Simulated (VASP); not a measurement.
# SnO (P4/nmm) in VASP: notebook, part 2 of 2

VASP 6.6.1.

### 4 Single point, PBE (epitaxial xy strain +1.0%)

The input, INCAR:

```
SYSTEM = SnO
PREC = Accurate
ENCUT = 520
EDIFF = 1E-7
ISMEAR = -1
SIGMA = 0.02
LREAL = .False.
LASPH = .True.
NELM = 60
ALGO = Normal
ISIF = 2
LWAVE = .False.
LCHARG = .True.
GGA = PE
LELF = .True.
LVHAR = .True.
NBANDS = 28
```

The input, KPOINTS:

```
Automatic mesh
0
Gamma
  6 6 6
  0 0 0
```

The input, POSCAR:

```
SnO
1.0
    3.8305139423      0.0000000000      0.0000000000
    0.0000000000      3.8305139423      0.0000000000
    0.0000000000      0.0000000000      4.7345952917
Sn O
2 2
Direct
    0.0000000000      0.5000000000      0.2393530025
    0.5000000000      0.0000000000      0.7606469975
    0.5000000000      0.5000000000      0.0000000000
    0.0000000000      0.0000000000      0.0000000000
```

Potentials or basis: VASP PAW PBE potentials, release 64 (Sn_d, O).

Run with:

```console
cat potpaw_PBE.64/Sn_d/POTCAR potpaw_PBE.64/O/POTCAR > POTCAR
mpirun -np 1 vasp_std > vasp.out
```

OUTCAR:

```text
SYSTEM = SnO
   PREC = Accurate
   ENCUT = 520
   EDIFF = 1E-7
   ISMEAR = -1
   LREAL = .False.
   LASPH = .True.
   NELM = 60
   ISIF = 2
   GGA = PE

 ion  position               nearest neighbor table
   1  0.000  0.500  0.239-   3 2.23   4 2.23   4 2.23   3 2.23   2 3.53   2 3.53   2 3.53   2 3.53
                             2 3.66   2 3.66   2 3.66   2 3.66
   2  0.500  0.000  0.761-   3 2.23   4 2.23   3 2.23   4 2.23   1 3.53   1 3.53   1 3.53   1 3.53
                             1 3.66   1 3.66   1 3.66   1 3.66
   3  0.500  0.500  0.000-   1 2.23   2 2.23   2 2.23   1 2.23
   4  0.000  0.000  0.000-   1 2.23   2 2.23   1 2.23   2 2.23

  LATTYP: Found a simple tetragonal cell.
 ALAT       =     3.8305139423
 C/A-ratio  =     1.2360209003

  Lattice vectors:

 A1 = (   3.8305139423,   0.0000000000,   0.0000000000)
 A2 = (   0.0000000000,   3.8305139423,   0.0000000000)
 A3 = (   0.0000000000,   0.0000000000,   4.7345952917)

Analysis of symmetry for initial positions (statically):
=====================================================================
 Subroutine PRICEL returns:
 Original cell was already a primitive cell.

 Routine SETGRP: Setting up the symmetry group for a
 simple tetragonal supercell.

 Subroutine GETGRP returns: Found 16 space group operations
 (whereof  8 operations were pure point group operations)
 out of a pool of 16 trial point group operations.

The static configuration has the point symmetry D_2d.
 The point group associated with its full space group is D_4h.

Analysis of symmetry for dynamics (positions and initial velocities):
=====================================================================
 Subroutine PRICEL returns:
 Original cell was already a primitive cell.

 Routine SETGRP: Setting up the symmetry group for a
 simple tetragonal supercell.

 Subroutine GETGRP returns: Found 16 space group operations
 (whereof  8 operations were pure point group operations)
 out of a pool of 16 trial point group operations.

The dynamic configuration has the point symmetry D_2d.
[... 117 lines left out ...]
   EMIN   =  10.00;   EMAX   =-10.00  energy-range for DOS
   EFERMI =   0.00;   METHOD = LEGACY
   ISMEAR =    -1;   SIGMA  =   0.02  broadening in eV -4-tet -1-fermi 0-gaus
   EFERMI_NEDOS =   21; number of points for ismear=-14 and -15
   IALGO  =     38    algorithm
   IMIX   =      4    mixing-type and parameters
     AMIX     =   0.40;   BMIX     =  1.00
     AMIX_MAG =   1.60;   BMIX_MAG =  1.00
  volume/ion in A,a.u.               =      17.37       117.20
  Fermi-wavevector in a.u.,A,eV,Ry     =   1.361954  2.573720 25.237709  1.854919
  Thomas-Fermi vector in A             =   2.488486
   LORBIT       =      0    0 simple, 1 ext, 2 COOP (PROOUT), +10 PAW based schemes
   GGA     = PE    functional components
   LHFCALC =     F    Hartree Fock is set to
   AEXX    =    0.0000 exact exchange contribution
   IVDW    =     0    specifies the selected vdW correction
   LEPSILON=     F    determine dielectric tensor
   LRPA    =     F    only Hartree local field effects (RPA)
 non-spin polarized calculation
  energy-cutoff  :      520.00
  volume of cell :       69.47
 maximum number of plane-waves:      1912
   NGX = 15   NGY = 15   NGZ = 17

 number of electron      39.9999987 magnetization

 Free energy of the ion-electron system (eV)
  ---------------------------------------------------
  ext. energy  EPLUGINS =         0.00000000
  ---------------------------------------------------
  free energy    TOTEN  =       -22.66355537 eV

  energy without entropy =      -22.66343918  energy(sigma->0) =      -22.66349728

 E-fermi :   7.2514     XC(G=0): -10.3097

 val. band max:        7.1905952681   @ k =   0.0000   0.0000   0.0000
 cond. band min:       7.3181212670   @ k =   0.5000   0.5000   0.0000
 fundamental gap:      0.1275259988
 Fermi energy:         7.2513702872

 k-point     1 :       0.0000    0.0000    0.0000
  band No.  band energies     occupation
      1     -14.7700      2.00000
      2     -14.3283      2.00000
      3     -14.3283      2.00000
      4     -14.3125      2.00000
      5     -14.2801      2.00000
      6     -14.2769      2.00000
[... 733 lines left out ...]
     27      16.4806      0.00000
     28      16.4806      0.00000

 [... further k-points ...]
[... 5 lines left out ...]
  --------------------------------------------------------------------------------------
  -------------------------------------------------------------------------------------
  Total        1.8272705      1.8272705      2.0660873      0.0000000      0.0000000      0.0000000
  in kB       42.1421286     42.1421286     47.6499320      0.0000000      0.0000000      0.0000000
  external PRESSURE =      43.9780630 kB  Pullay stress =       0.0000000 kB

 VOLUME and BASIS-vectors are now :
 -----------------------------------------------------------------------------
  energy-cutoff  :      520.00
  volume of cell :       69.47
      direct lattice vectors                 reciprocal lattice vectors
     3.830513942  0.000000000  0.000000000     0.261061574  0.000000000  0.000000000
     0.000000000  3.830513942  0.000000000     0.000000000  0.261061574  0.000000000
     0.000000000  0.000000000  4.734595292     0.000000000  0.000000000  0.211211294

 POSITION                                       TOTAL-FORCE (eV/Angst)
 -----------------------------------------------------------------------------------
      0.00000      1.91526      1.13324        -0.000000      0.000000      0.550823
      1.91526      0.00000      3.60136         0.000000      0.000000     -0.550823
      1.91526      1.91526      0.00000         0.000000      0.000000      0.000000
      0.00000      0.00000      0.00000        -0.000000     -0.000000      0.000000
 -----------------------------------------------------------------------------------
    total drift:                                0.000000      0.000000      0.000000

  FREE ENERGIE OF THE ION-ELECTRON SYSTEM (eV)
  ---------------------------------------------------
  free  energy   TOTEN  =       -22.6635553736 eV

  energy  without entropy=      -22.6634391774  energy(sigma->0) =      -22.66349728
```

stdout:

```text
POSCAR found type information on POSCAR SnO
 POSCAR found :  2 types and       4 ions
 scaLAPACK will be used
 LDA part: xc-table for (Slater+PW92), standard interpolation
 POSCAR, INCAR and KPOINTS ok, starting setup
 FFT: planning ... GRIDC
 FFT: planning ... GRID_SOFT
 FFT: planning ... GRID
 WAVECAR not read
 entering main loop
```

Run time: 29 s. Hardware: 1 thread of Intel Xeon 6975P-C (Granite Rapids), shared host; peak memory 0.21 GiB.

What came out:

- Free energy: -22.6636 eV
- Pressure: 4.4 GPa
- Largest force: 0.551 eV/Å
- Band gap on the k mesh: 0.13 eV, indirect (least direct gap 1.89 eV)

Forces in eV/Å, atoms in the order of the input:
```
Sn   0.000  0.000  0.551
Sn   0.000  0.000 -0.551
O    0.000  0.000  0.000
O    0.000  0.000  0.000
```

Caveat: the cell differs from its parent crystal (epitaxial xy strain +1.0%); spin-orbit coupling is left out, which moves the levels of the heavy elements. A k mesh can miss the band edges.

### 5 Single point, PBE (epitaxial xy strain +2.0%)

The input, INCAR:

```
SYSTEM = SnO
PREC = Accurate ; ENCUT = 520
EDIFF = 1E-6 ; ISMEAR = -1
SIGMA = 0.02 ; LREAL = .FALSE.
LASPH = .TRUE. ; NELM = 100
ALGO = Normal ; ISIF = 2
LWAVE = .FALSE. ; LCHARG = .TRUE.
GGA = PE ; LELF = .TRUE.
LVHAR = .TRUE. ; NBANDS = 28
```

The input, KPOINTS:

```
Automatic mesh
0
G
  6 6 6
  0 0 0
```

The input, POSCAR:

```
SnO
1.0
    3.8684398229      0.0000000000      0.0000000000
    0.0000000000      3.8684398229      0.0000000000
    0.0000000000      0.0000000000      4.6990470938
Sn O
2 2
Direct
    0.0000000000      0.5000000000      0.2383404858
    0.5000000000      0.0000000000      0.7616595142
    0.5000000000      0.5000000000      0.0000000000
    0.0000000000      0.0000000000      0.0000000000
```

Potentials or basis: VASP PAW PBE potentials, release 64 (Sn_d, O).

Run with:

```console
cat potpaw_PBE.64/Sn_d/POTCAR potpaw_PBE.64/O/POTCAR > POTCAR
mpirun -np 1 vasp_std > vasp.out
```

OUTCAR:

```text
SYSTEM = SnO
   PREC = Accurate
   ENCUT = 520
   EDIFF = 1E-6
   ISMEAR = -1
   LREAL = .FALSE.
   LASPH = .TRUE.
   NELM = 100
   ISIF = 2
   GGA = PE

 ion  position               nearest neighbor table
   1  0.000  0.500  0.238-   3 2.24   4 2.24   4 2.24   3 2.24   2 3.54   2 3.54   2 3.54   2 3.54
                             2 3.68   2 3.68   2 3.68   2 3.68
   2  0.500  0.000  0.762-   3 2.24   4 2.24   3 2.24   4 2.24   1 3.54   1 3.54   1 3.54   1 3.54
                             1 3.68   1 3.68   1 3.68   1 3.68
   3  0.500  0.500  0.000-   1 2.24   2 2.24   2 2.24   1 2.24
   4  0.000  0.000  0.000-   1 2.24   2 2.24   1 2.24   2 2.24

  LATTYP: Found a simple tetragonal cell.
 ALAT       =     3.8684398229
 C/A-ratio  =     1.2147137629

  Lattice vectors:

 A1 = (   3.8684398229,   0.0000000000,   0.0000000000)
 A2 = (   0.0000000000,   3.8684398229,   0.0000000000)
 A3 = (   0.0000000000,   0.0000000000,   4.6990470938)

Analysis of symmetry for initial positions (statically):
=====================================================================
 Subroutine PRICEL returns:
 Original cell was already a primitive cell.

 Routine SETGRP: Setting up the symmetry group for a
 simple tetragonal supercell.

 Subroutine GETGRP returns: Found 16 space group operations
 (whereof  8 operations were pure point group operations)
 out of a pool of 16 trial point group operations.

The static configuration has the point symmetry D_2d.
 The point group associated with its full space group is D_4h.

Analysis of symmetry for dynamics (positions and initial velocities):
=====================================================================
 Subroutine PRICEL returns:
 Original cell was already a primitive cell.

 Routine SETGRP: Setting up the symmetry group for a
 simple tetragonal supercell.

 Subroutine GETGRP returns: Found 16 space group operations
 (whereof  8 operations were pure point group operations)
 out of a pool of 16 trial point group operations.

The dynamic configuration has the point symmetry D_2d.
 The point group associated with its full space group is D_4h.

 Subroutine INISYM returns: Found 16 space group operations
 (whereof  8 operations are pure point group operations),
 and found     1 'primitive' translations

----------------------------------------------------------------------------------------

                                     Primitive cell

  volume of cell :      70.3204

  direct lattice vectors                    reciprocal lattice vectors
     3.868439823  0.000000000  0.000000000     0.258502147  0.000000000  0.000000000
     0.000000000  3.868439823  0.000000000     0.000000000  0.258502147  0.000000000
     0.000000000  0.000000000  4.699047094     0.000000000  0.000000000  0.212809104

  length of vectors
     3.868439823  3.868439823  4.699047094     0.258502147  0.258502147  0.212809104

  position of ions in fractional coordinates (direct lattice)
     0.000000000  0.500000000  0.238340486
     0.500000000  0.000000000  0.761659514
     0.500000000  0.500000000  0.000000000
     0.000000000  0.000000000  0.000000000

  ion indices of the primitive-cell ions
   primitive index   ion index
                 1           1
                 2           2
                 3           3
                 4           4

----------------------------------------------------------------------------------------

 KPOINTS: Automatic mesh

Automatic generation of k-mesh.
 Grid dimensions read from file:
 generate k-points for:    6    6    6

 Generating k-lattice:

  Cartesian coordinates                     Fractional coordinates (reciprocal lattice)
     0.043083691  0.000000000  0.000000000     0.166666667  0.000000000  0.000000000
     0.000000000  0.043083691  0.000000000     0.000000000  0.166666667  0.000000000
     0.000000000  0.000000000  0.035468184     0.000000000  0.000000000  0.166666667

  Length of vectors
     0.043083691  0.043083691  0.035468184

  Shift w.r.t. Gamma in fractional coordinates (k-lattice)
     0.000000000  0.000000000  0.000000000

 Subroutine IBZKPT returns following result:
 ===========================================

 Found     40 irreducible k-points:

 Following reciprocal coordinates:
            Coordinates               Weight
  0.000000  0.000000  0.000000      1.000000
  0.166667  0.000000  0.000000      4.000000
  0.333333  0.000000  0.000000      4.000000
  0.500000  0.000000  0.000000      2.000000
  0.166667  0.166667  0.000000      4.000000
  0.333333  0.166667  0.000000      8.000000
[... 16 lines left out ...]
  0.333333  0.000000  0.333333      8.000000
  0.500000  0.000000  0.333333      4.000000
 [... further k-points ...]
   k-points           NKPTS =     40   k-points in BZ     NKDIM =     40   number of bands    NBANDS=     28
   number of dos      NEDOS =    301   number of ions     NIONS =      4
   total plane-waves  NPLWV =  32400
   dimension x,y,z NGX =    30 NGY =   30 NGZ =   36
   dimension x,y,z NGXF=    60 NGYF=   60 NGZF=   72
   ions per type =               2   2
   NGX,Y,Z   is equivalent  to a cutoff of  12.89, 12.89, 12.74 a.u.
   NGXF,Y,Z  is equivalent  to a cutoff of  25.78, 25.78, 25.47 a.u.
 SYSTEM =  SnO
   PREC   = accura    normal or accurate (medium, high low for compatibility)
   ISTART =      0    job   : 0-new  1-cont  2-samecut
   ICHARG =      2    charge: 1-file 2-atom 10-const
   ISPIN  =      1    spin polarized calculation?
   LNONCOLLINEAR =      F non collinear calculations
   LSORBIT =      F    spin-orbit coupling
   LASPH  =      T    aspherical Exc in radial PAW
   ENCUT  =  520.0 eV  38.22 Ry    6.18 a.u.   7.19  7.19  8.74*2*pi/ulx,y,z
   NELM   =    100;   NELMIN=  2; NELMDL= -5     # of ELM steps
   EDIFF  = 0.1E-05   stopping-criterion for ELM
   LREAL  =      F    real-space projection
   EDIFFG = 0.1E-04   stopping-criterion for IOM
   NSW    =      0    number of steps for IOM
   IBRION =     -1    ionic relax: 0-MD 1-quasi-New 2-CG
   NFREE  =      0    steps in history (QN), initial steepest desc. (CG)
   ISIF   =      2    stress and relaxation
   ISYM   =      2    0-nonsym 1-usesym 2-fastsym
   POTIM  = 0.5000    time-step for ionic-motion
   TEBEG  =    0.0;   TEEND  =   0.0 temperature during run
   PSTRESS=    0.0 pullay stress
   NELECT =      40.0000    total number of electrons
   NUPDOWN=      -1.0000    fix difference up-down
   EMIN   =  10.00;   EMAX   =-10.00  energy-range for DOS
   EFERMI =   0.00;   METHOD = LEGACY
   ISMEAR =    -1;   SIGMA  =   0.02  broadening in eV -4-tet -1-fermi 0-gaus
   EFERMI_NEDOS =   21; number of points for ismear=-14 and -15
   IALGO  =     38    algorithm
   IMIX   =      4    mixing-type and parameters
     AMIX     =   0.40;   BMIX     =  1.00
     AMIX_MAG =   1.60;   BMIX_MAG =  1.00
  volume/ion in A,a.u.               =      17.58       118.64
  Fermi-wavevector in a.u.,A,eV,Ry     =   1.356441  2.563302 25.033808  1.839933
  Thomas-Fermi vector in A             =   2.483444
   LORBIT       =      0    0 simple, 1 ext, 2 COOP (PROOUT), +10 PAW based schemes
   GGA     = PE    functional components
   LHFCALC =     F    Hartree Fock is set to
   AEXX    =    0.0000 exact exchange contribution
   IVDW    =     0    specifies the selected vdW correction
   LEPSILON=     F    determine dielectric tensor
   LRPA    =     F    only Hartree local field effects (RPA)
 non-spin polarized calculation
  energy-cutoff  :      520.00
  volume of cell :       70.32
 maximum number of plane-waves:      1916
 NGX is ok and might be reduce to    30
   NGX = 15   NGY = 15   NGZ = 17

 number of electron      39.9999989 magnetization

 Free energy of the ion-electron system (eV)
  ---------------------------------------------------
  ext. energy  EPLUGINS =         0.00000000
  ---------------------------------------------------
  free energy    TOTEN  =       -22.67248559 eV

  energy without entropy =      -22.67247976  energy(sigma->0) =      -22.67248268

 E-fermi :   7.0673     XC(G=0): -10.2498

 val. band max:        6.9088341327   @ k =   0.1667   0.0000   0.0000
 cond. band min:       7.2070251485   @ k =   0.5000   0.5000   0.0000
 fundamental gap:      0.2981910158
 Fermi energy:         7.0672552382

 k-point     1 :       0.0000    0.0000    0.0000
  band No.  band energies     occupation
      1     -14.8930      2.00000
      2     -14.4724      2.00000
      3     -14.4724      2.00000
      4     -14.4480      2.00000
      5     -14.4253      2.00000
      6     -14.4251      2.00000
[... 20 lines left out ...]
     27      13.8689      0.00000
[... 691 lines left out ...]
      6     -14.4179      2.00000
[... 20 lines left out ...]
     27      16.3367      0.00000
     28      16.3367      0.00000

 [... further k-points ...]
[... 5 lines left out ...]
  --------------------------------------------------------------------------------------
  -------------------------------------------------------------------------------------
  Total        1.0831024      1.0831024      1.9922807      0.0000000      0.0000000      0.0000000
  in kB       24.6773553     24.6773553     45.3920323      0.0000000      0.0000000      0.0000000
  external PRESSURE =      31.5822476 kB  Pullay stress =       0.0000000 kB

 VOLUME and BASIS-vectors are now :
 -----------------------------------------------------------------------------
  energy-cutoff  :      520.00
  volume of cell :       70.32
      direct lattice vectors                 reciprocal lattice vectors
     3.868439823  0.000000000  0.000000000     0.258502147  0.000000000  0.000000000
     0.000000000  3.868439823  0.000000000     0.000000000  0.258502147  0.000000000
     0.000000000  0.000000000  4.699047094     0.000000000  0.000000000  0.212809104

 POSITION                                       TOTAL-FORCE (eV/Angst)
 -----------------------------------------------------------------------------------
      0.00000      1.93422      1.11997         0.000000     -0.000000      0.529632
      1.93422      0.00000      3.57907         0.000000     -0.000000     -0.529632
      1.93422      1.93422      0.00000         0.000000      0.000000      0.000000
      0.00000      0.00000      0.00000         0.000000     -0.000000      0.000000
 -----------------------------------------------------------------------------------
    total drift:                                0.000000      0.000000      0.000000

  FREE ENERGIE OF THE ION-ELECTRON SYSTEM (eV)
  ---------------------------------------------------
  free  energy   TOTEN  =       -22.6724855879 eV

  energy  without entropy=      -22.6724797622  energy(sigma->0) =      -22.67248268
```

stdout:

```text
POSCAR found type information on POSCAR SnO
 POSCAR found :  2 types and       4 ions
 scaLAPACK will be used
 LDA part: xc-table for (Slater+PW92), standard interpolation
 POSCAR, INCAR and KPOINTS ok, starting setup
 FFT: planning ... GRIDC
 FFT: planning ... GRID_SOFT
 FFT: planning ... GRID
 WAVECAR not read
 entering main loop
```

It took 31 s on 1 thread of Intel Xeon 6975P-C (Granite Rapids), shared host; peak memory 0.21 GiB.

What came out:

```yaml
Free_energy: -22.6725 eV
Pressure: 3.2 GPa
Largest_force: 0.530 eV/Å
Band_gap_on_the_k_mesh: 0.30 eV, indirect (least direct gap 1.89 eV)
```

Forces in eV/Å, atoms in the order of the input:
```
Sn   0.000  0.000  0.530
Sn   0.000  0.000 -0.530
O    0.000  0.000  0.000
O    0.000  0.000  0.000
```

Caveat: the cell differs from its parent crystal (epitaxial xy strain +2.0%); spin-orbit coupling is left out, which moves the levels of the heavy elements. A k mesh can miss the band edges.

### 6 The runs side by side

```csv
cell,gap on the mesh (eV),pressure (GPa),largest force (eV/Å)
"a = 3.755, b = 3.755, c = 4.782 Å, 4 atoms",none,7.1,0.60
"a = 3.793, b = 3.793, c = 4.758 Å, 4 atoms",none,5.6,0.58
"a = 3.831, b = 3.831, c = 4.735 Å, 4 atoms",0.13,4.4,0.55
"a = 3.868, b = 3.868, c = 4.699 Å, 4 atoms",0.30,3.2,0.53
```

Alike in all rows: task single point; level PBE; potentials or basis VASP PAW PBE potentials, release 64 (Sn_d, O); no spin polarisation; k mesh 6 × 6 × 6; cutoff (eV) 520; smearing fermi-dirac 0.02 eV.

Caveats: spin-orbit coupling is left out, which moves the levels of the heavy elements.

Absolute energies hang on the potentials; compare differences alone.
